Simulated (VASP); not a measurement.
# Si7C (P-43m) in VASP: further runs

Runs on Si7C. Level: PBE. Tasks: relaxation of cell and atoms.

All numbers are computed with VASP 6.6.1; they aren't measurements. Logs are shortened: lines on timing, memory, paths and dates and some standing lists are left out, and cuts for length are marked.

## 1. The cell of the first run

Symmetry: P-43m, No. 215, cubic system. The conventional cell has a = 5.196 Å, b = 5.196 Å, c = 5.196 Å, α = 90.00°, β = 90.00°, γ = 90.00°. Si (site symmetry 3m) has 1 C at 2.02 Å and 3 Si at 2.34 Å within 2.7 Å. Within 3.1 Å of Si (site symmetry -42m) lie 4 Si at 2.34 Å. Within 2.7 Å of C (site symmetry -43m) lie 4 Si at 2.02 Å.

## 2. Relaxation of cell and atoms, PBE

INCAR reads:

```
PREC = Accurate
ENCUT = 600
EDIFF = 1E-6
ISMEAR = 0
SIGMA = 0.1
LREAL = F
LASPH = T
NELM = 80
ALGO = Normal
ISIF = 3
LWAVE = F
LCHARG = F
GGA = PE
IBRION = 2
NSW = 100
EDIFFG = -0.005
```

KPOINTS reads:

```
Automatic mesh
0
Gamma
  8 8 8
```

POSCAR reads:

```
Si7C
1.0
    5.1964673340      0.0000000000      0.0000000000
    0.0000000000      5.1964673340      0.0000000000
    0.0000000000      0.0000000000      5.1964673340
Si C
7 1
Direct
    0.2246957807      0.2246957807      0.2246957807
    0.0000000000      0.5000000000      0.5000000000
    0.5000000000      0.5000000000      0.0000000000
    0.5000000000      0.0000000000      0.5000000000
    0.7753042193      0.2246957807      0.7753042193
    0.7753042193      0.7753042193      0.2246957807
    0.2246957807      0.7753042193      0.7753042193
    0.0000000000      0.0000000000      0.0000000000
```

Potentials or basis: VASP PAW PBE potentials, release 64 (Si, C).

Command:

```console
> cat potpaw_PBE.64/Si/POTCAR potpaw_PBE.64/C/POTCAR > POTCAR
> mpirun -np 1 vasp_std > vasp.out
```

OUTCAR:

```text
PREC = Accurate
   ENCUT = 600
   EDIFF = 1E-6
   ISMEAR = 0
   LREAL = F
   LASPH = T
   NELM = 80
   ISIF = 3
   GGA = PE
   IBRION = 2
   NSW = 100
   EDIFFG = -0.005

 ion  position               nearest neighbor table
   1  0.225  0.225  0.225-   8 2.02   3 2.34   4 2.34   2 2.34
   2  0.000  0.500  0.500-   1 2.34   5 2.34   6 2.34   7 2.34
   3  0.500  0.500  0.000-   1 2.34   5 2.34   6 2.34   7 2.34
   4  0.500  0.000  0.500-   1 2.34   5 2.34   6 2.34   7 2.34
   5  0.775  0.225  0.775-   8 2.02   3 2.34   4 2.34   2 2.34
   6  0.775  0.775  0.225-   8 2.02   3 2.34   4 2.34   2 2.34
   7  0.225  0.775  0.775-   8 2.02   3 2.34   4 2.34   2 2.34
   8  0.000  0.000  0.000-   1 2.02   5 2.02   6 2.02   7 2.02

  LATTYP: Found a simple cubic cell.
 ALAT       =     5.1964673340

  Lattice vectors:

 A1 = (   5.1964673340,   0.0000000000,   0.0000000000)
 A2 = (   0.0000000000,   5.1964673340,   0.0000000000)
 A3 = (   0.0000000000,   0.0000000000,   5.1964673340)

Analysis of symmetry for initial positions (statically):
=====================================================================
 Subroutine PRICEL returns:
 Original cell was already a primitive cell.

 Routine SETGRP: Setting up the symmetry group for a
 simple cubic supercell.

 Subroutine GETGRP returns: Found 24 space group operations
 (whereof 24 operations were pure point group operations)
 out of a pool of 48 trial point group operations.

The static configuration has the point symmetry T_d .

Analysis of symmetry for dynamics (positions and initial velocities):
=====================================================================
 Subroutine PRICEL returns:
 Original cell was already a primitive cell.

 Routine SETGRP: Setting up the symmetry group for a
 simple cubic supercell.

 Subroutine GETGRP returns: Found 24 space group operations
 (whereof 24 operations were pure point group operations)
 out of a pool of 48 trial point group operations.

The dynamic configuration has the point symmetry T_d .

 Subroutine INISYM returns: Found 24 space group operations
 (whereof 24 operations are pure point group operations),
 and found     1 'primitive' translations

----------------------------------------------------------------------------------------

                                     Primitive cell

  volume of cell :     140.3216

  direct lattice vectors                    reciprocal lattice vectors
     5.196467334  0.000000000  0.000000000     0.192438427  0.000000000  0.000000000
     0.000000000  5.196467334  0.000000000     0.000000000  0.192438427  0.000000000
     0.000000000  0.000000000  5.196467334     0.000000000  0.000000000  0.192438427

  length of vectors
     5.196467334  5.196467334  5.196467334     0.192438427  0.192438427  0.192438427

  position of ions in fractional coordinates (direct lattice)
     0.224695781  0.224695781  0.224695781
     0.000000000  0.500000000  0.500000000
     0.500000000  0.500000000  0.000000000
     0.500000000  0.000000000  0.500000000
     0.775304219  0.224695781  0.775304219
     0.775304219  0.775304219  0.224695781
     0.224695781  0.775304219  0.775304219
     0.000000000  0.000000000  0.000000000

  ion indices of the primitive-cell ions
   primitive index   ion index
                 1           1
                 2           2
                 3           3
                 4           4
                 5           5
                 6           6
                 7           7
                 8           8

----------------------------------------------------------------------------------------

 KPOINTS: Automatic mesh

Automatic generation of k-mesh.
 Grid dimensions read from file:
 generate k-points for:    8    8    8

 Generating k-lattice:

  Cartesian coordinates                     Fractional coordinates (reciprocal lattice)
     0.024054803  0.000000000  0.000000000     0.125000000  0.000000000  0.000000000
     0.000000000  0.024054803  0.000000000     0.000000000  0.125000000  0.000000000
     0.000000000  0.000000000  0.024054803     0.000000000  0.000000000  0.125000000

  Length of vectors
     0.024054803  0.024054803  0.024054803

  Shift w.r.t. Gamma in fractional coordinates (k-lattice)
     0.000000000  0.000000000  0.000000000

 Subroutine IBZKPT returns following result:
 ===========================================

 Found     35 irreducible k-points:

 Following reciprocal coordinates:
            Coordinates               Weight
  0.000000  0.000000  0.000000      1.000000
  0.125000  0.000000  0.000000      6.000000
  0.250000  0.000000  0.000000      6.000000
  0.375000  0.000000  0.000000      6.000000
  0.500000  0.000000  0.000000      3.000000
  0.125000  0.125000  0.000000     12.000000
[... 16 lines left out ...]
  0.375000  0.375000  0.125000     24.000000
  0.500000  0.375000  0.125000     24.000000
 [... further k-points ...]
   k-points           NKPTS =     35   k-points in BZ     NKDIM =     35   number of bands    NBANDS=     21
   number of dos      NEDOS =    301   number of ions     NIONS =      8
   total plane-waves  NPLWV =  74088
   dimension x,y,z NGX =    42 NGY =   42 NGZ =   42
   dimension x,y,z NGXF=    84 NGYF=   84 NGZF=   84
   ions per type =               7   1
   NGX,Y,Z   is equivalent  to a cutoff of  13.44, 13.44, 13.44 a.u.
   NGXF,Y,Z  is equivalent  to a cutoff of  26.87, 26.87, 26.87 a.u.
 SYSTEM =  unknown system
   PREC   = accura    normal or accurate (medium, high low for compatibility)
   ISTART =      0    job   : 0-new  1-cont  2-samecut
   ICHARG =      2    charge: 1-file 2-atom 10-const
   ISPIN  =      1    spin polarized calculation?
   LNONCOLLINEAR =      F non collinear calculations
   LSORBIT =      F    spin-orbit coupling
   LASPH  =      T    aspherical Exc in radial PAW
   ENCUT  =  600.0 eV  44.10 Ry    6.64 a.u.  10.38 10.38 10.38*2*pi/ulx,y,z
   NELM   =     80;   NELMIN=  2; NELMDL= -5     # of ELM steps
   EDIFF  = 0.1E-05   stopping-criterion for ELM
   LREAL  =      F    real-space projection
   EDIFFG = -.5E-02   stopping-criterion for IOM
   NSW    =    100    number of steps for IOM
   IBRION =      2    ionic relax: 0-MD 1-quasi-New 2-CG
   NFREE  =      1    steps in history (QN), initial steepest desc. (CG)
   ISIF   =      3    stress and relaxation
   ISYM   =      2    0-nonsym 1-usesym 2-fastsym
   POTIM  = 0.5000    time-step for ionic-motion
   TEBEG  =    0.0;   TEEND  =   0.0 temperature during run
   PSTRESS=    0.0 pullay stress
   NELECT =      32.0000    total number of electrons
   NUPDOWN=      -1.0000    fix difference up-down
   EMIN   =  10.00;   EMAX   =-10.00  energy-range for DOS
   EFERMI =   0.00;   METHOD = LEGACY
   ISMEAR =     0;   SIGMA  =   0.10  broadening in eV -4-tet -1-fermi 0-gaus
   EFERMI_NEDOS =   21; number of points for ismear=-14 and -15
   IALGO  =     38    algorithm
   IMIX   =      4    mixing-type and parameters
     AMIX     =   0.40;   BMIX     =  1.00
     AMIX_MAG =   1.60;   BMIX_MAG =  1.00
  volume/ion in A,a.u.               =      17.54       118.37
  Fermi-wavevector in a.u.,A,eV,Ry     =   1.000192  1.890088 13.611046  1.000384
  Thomas-Fermi vector in A             =   2.132532
   LORBIT       =      0    0 simple, 1 ext, 2 COOP (PROOUT), +10 PAW based schemes
   GGA     = PE    functional components
   LHFCALC =     F    Hartree Fock is set to
   AEXX    =    0.0000 exact exchange contribution
   IVDW    =     0    specifies the selected vdW correction
   LEPSILON=     F    determine dielectric tensor
   LRPA    =     F    only Hartree local field effects (RPA)
 conjugate gradient relaxation of ions
 non-spin polarized calculation
 Gauss-broadening in eV      SIGMA  =   0.10
  energy-cutoff  :      600.00
  volume of cell :      140.32
 maximum number of plane-waves:      4713
 NGX is ok and might be reduce to    42
   NGX = 21   NGY = 21   NGZ = 21

--------------------------------------- Ionic step        1  -------------------------------------------

 number of electron      32.0000002 magnetization

 Free energy of the ion-electron system (eV)
  ---------------------------------------------------
  ext. energy  EPLUGINS =         0.00000000
  ---------------------------------------------------
  free energy    TOTEN  =       -45.69625954 eV

  energy without entropy =      -45.69449949  energy(sigma->0) =      -45.69537952

------------------------ aborting loop because EDIFF is reached ----------------------------------------

  FORCE on cell =-STRESS in cart. coord.  units (eV):
  Direction    XX          YY          ZZ          XY          YZ          ZX
  --------------------------------------------------------------------------------------
  -------------------------------------------------------------------------------------
  Total       -0.1187128     -0.1187128     -0.1187128     -0.0000000      0.0000000     -0.0000000
  in kB       -1.3554498     -1.3554498     -1.3554498     -0.0000000      0.0000000     -0.0000000
  external PRESSURE =      -1.3554498 kB  Pullay stress =       0.0000000 kB
[... 153 lines left out ...]
  energy  without entropy=      -45.6946144834  energy(sigma->0) =      -45.69549390

--------------------------------------- Ionic step        5  -------------------------------------------

 number of electron      32.0000002 magnetization

 Free energy of the ion-electron system (eV)
  ---------------------------------------------------
  ext. energy  EPLUGINS =         0.00000000
  ---------------------------------------------------
  free energy    TOTEN  =       -45.69638462 eV

  energy without entropy =      -45.69462007  energy(sigma->0) =      -45.69550235

 E-fermi :   6.5673     XC(G=0):  -9.7825

 val. band max:        6.4926588168   @ k =   0.1250   0.1250   0.0000
 cond. band min:       6.5687292337   @ k =   0.5000   0.5000   0.3750
 fundamental gap:      0.0760704170
 Fermi energy:         6.5672946605

 k-point     1 :       0.0000    0.0000    0.0000
  band No.  band energies     occupation
      1      -6.9344      2.00000
      2      -3.6578      2.00000
      3      -1.6018      2.00000
      4      -1.6018      2.00000
      5      -1.6018      2.00000
      6      -1.2675      2.00000
[... 550 lines left out ...]
      5      -0.6244      2.00000
      6      -0.0459      2.00000
[... 13 lines left out ...]
     20       9.7403      0.00000
     21      10.0489      0.00000

 [... further k-points ...]
[... 5 lines left out ...]
  --------------------------------------------------------------------------------------
  -------------------------------------------------------------------------------------
  Total        0.0048449      0.0048449      0.0048449      0.0000000     -0.0000000      0.0000000
  in kB        0.0553957      0.0553957      0.0553957      0.0000000     -0.0000000      0.0000000
  external PRESSURE =       0.0553957 kB  Pullay stress =       0.0000000 kB
[... 23 lines left out ...]
  FREE ENERGIE OF THE ION-ELECTRON SYSTEM (eV)
  ---------------------------------------------------
  free  energy   TOTEN  =       -45.6963846207 eV

  energy  without entropy=      -45.6946200745  energy(sigma->0) =      -45.69550235

 reached required accuracy - stopping structural energy minimisation
```

It took 1.8 min on 1 thread of Intel Xeon Platinum 8559C (Emerald Rapids), shared host; peak memory 0.32 GiB.

Results:

```yaml
Free_energy: -45.6964 eV
Relaxed_volume: 17.52 Å³/atom
Relaxed_cell: a = 5.194 Å, b = 5.194 Å, c = 5.194 Å, α = 90.00°, β = 90.00°, γ = 90.00°
Space_group_after_relaxing_to_0.1_Å: P-43m (No. 215)
Energy_gained_by_relaxing: 0.0 meV/atom
Ionic_steps: 5
Pressure_after_relaxing: 0.0 GPa
Band_gap_on_the_k_mesh: zero (bands 16 and 17 overlap by 0.41 eV)
```

Step by step:
```tsv
step	energy change (eV)	largest force (eV/Å)	pressure (GPa)	volume (Å³)
1	0.0000	0.0166	-0.14	140.32
2	-0.0001	0.0071	0.08	140.02
3	-0.0001	0.0099	0.02	140.10
4	-0.0001	0.0102	0.02	140.11
5	-0.0001	0.0008	0.01	140.12
```

Final structure:
```yaml
crystal:
  lattice:
    - [5.19404, 0.00000, 0.00000]
    - [0.00000, 5.19404, 0.00000]
    - [0.00000, 0.00000, 5.19404]
  atoms:
    - { symbol: Si, position: [0.22457, 0.22457, 0.22457] }
    - { symbol: Si, position: [0.00000, 0.50000, 0.50000] }
    - { symbol: Si, position: [0.50000, 0.50000, 0.00000] }
    - { symbol: Si, position: [0.50000, 0.00000, 0.50000] }
    - { symbol: Si, position: [0.77543, 0.22457, 0.77543] }
    - { symbol: Si, position: [0.77543, 0.77543, 0.22457] }
    - { symbol: Si, position: [0.22457, 0.77543, 0.77543] }
    - { symbol: C, position: [0.00000, 0.00000, 0.00000] }
```

Levels at points of the mesh, in eV from the Fermi level:
```
           k point  band 13  band 14  band 15  band 16  band 17  band 18  band 19  band 20
(0.00, 0.00, 0.00)    -2.93     0.06     0.06     0.06     0.06     0.31     0.31     0.78
(0.50, 0.00, 0.00)    -2.69    -2.69    -1.41    -1.41     0.97     1.02     2.59     3.18
(0.50, 0.50, 0.00)    -2.22    -2.22    -1.27    -0.55     1.44     2.15     2.80     2.80
(0.50, 0.50, 0.50)    -1.03    -1.03    -0.42    -0.42    -0.35     2.34     2.34     2.34
```

Caveat: semilocal functionals underestimate gaps, so a narrow gap can read as zero.

## 3. Relaxation of cell and atoms, PBE

INCAR reads:

```
PREC     = Accurate       # precision mode
ENCUT    = 600            # plane-wave cutoff, eV
EDIFF    = 1E-6           # SCF threshold, eV
ISMEAR   = -1             # smearing method
SIGMA    = 0.15           # smearing width, eV
LREAL    = False          # projectors in reciprocal space
LASPH    = True           # aspherical terms in the spheres
NELM     = 60             # most SCF steps
ALGO     = Normal         # electronic algorithm
ISIF     = 3              # what is computed and relaxed
LWAVE    = False          # write WAVECAR
LCHARG   = False          # write CHGCAR
GGA      = PE             # functional
IBRION   = 2              # ionic algorithm
NSW      = 80             # ionic steps
EDIFFG   = -0.001         # ionic threshold
```

KPOINTS is that of step 2.

POSCAR reads:

```
Si7C
1.0
    5.1952892579      0.0000000000      0.0000000000
    0.0000000000      5.1952892579      0.0000000000
    0.0000000000      0.0000000000      5.1952892579
Si C
7 1
Direct
    0.2245119098      0.2245119098      0.2245119098
    0.0000000000      0.5000000000      0.5000000000
    0.5000000000      0.5000000000      0.0000000000
    0.5000000000      0.0000000000      0.5000000000
    0.7754880902      0.2245119098      0.7754880902
    0.7754880902      0.7754880902      0.2245119098
    0.2245119098      0.7754880902      0.7754880902
    0.0000000000      0.0000000000      0.0000000000
```

Potentials or basis: VASP PAW PBE potentials, release 64 (Si, C).

Command:

```console
> cat potpaw_PBE.64/Si/POTCAR potpaw_PBE.64/C/POTCAR > POTCAR
> mpirun -np 1 vasp_std > vasp.out
```

It took 2 min on 1 thread of Intel Xeon Platinum 8559C (Emerald Rapids), shared host; peak memory 0.32 GiB.

It converged, with:

- Free energy: -45.7157 eV
- Relaxed volume: 17.51 Å³/atom
- Relaxed cell: a = 5.194 Å, b = 5.194 Å, c = 5.194 Å, α = 90.00°, β = 90.00°, γ = 90.00°
- Space group after relaxing (to 0.1 Å): P-43m (No. 215)
- Energy gained by relaxing: 0.0 meV/atom
- Ionic steps: 6
- Pressure after relaxing: 0.0 GPa
- Band gap on the k mesh: zero (bands 16 and 17 overlap by 0.41 eV)

Final structure:
```cif
data_structure
_symmetry_space_group_name_H-M 'P 1'
_symmetry_Int_Tables_number 1
_cell_length_a 5.1938
_cell_length_b 5.1938
_cell_length_c 5.1938
_cell_angle_alpha 90.000
_cell_angle_beta 90.000
_cell_angle_gamma 90.000
_cell_volume 140.11
loop_
_atom_site_label
_atom_site_type_symbol
_atom_site_fract_x
_atom_site_fract_y
_atom_site_fract_z
_atom_site_occupancy
Si1 Si 0.22438 0.22438 0.22438 1
Si2 Si 0.00000 0.50000 0.50000 1
Si3 Si 0.50000 0.50000 0.00000 1
Si4 Si 0.50000 0.00000 0.50000 1
Si5 Si 0.77562 0.22438 0.77562 1
Si6 Si 0.77562 0.77562 0.22438 1
Si7 Si 0.22438 0.77562 0.77562 1
C1 C 0.00000 0.00000 0.00000 1
```

Levels at points of the mesh, in eV from the Fermi level:
```csv
k point,band 13,band 14,band 15,band 16,band 17,band 18,band 19,band 20
"(0.00, 0.00, 0.00)",-2.99,0.00,0.00,0.00,0.01,0.24,0.24,0.72
"(0.50, 0.00, 0.00)",-2.75,-2.75,-1.47,-1.47,0.92,0.96,2.53,3.12
"(0.50, 0.50, 0.00)",-2.28,-2.28,-1.33,-0.61,1.38,2.10,2.74,2.74
"(0.50, 0.50, 0.50)",-1.09,-1.09,-0.48,-0.48,-0.41,2.28,2.28,2.28
```

Caveat: semilocal functionals underestimate gaps, so a narrow gap can read as zero.
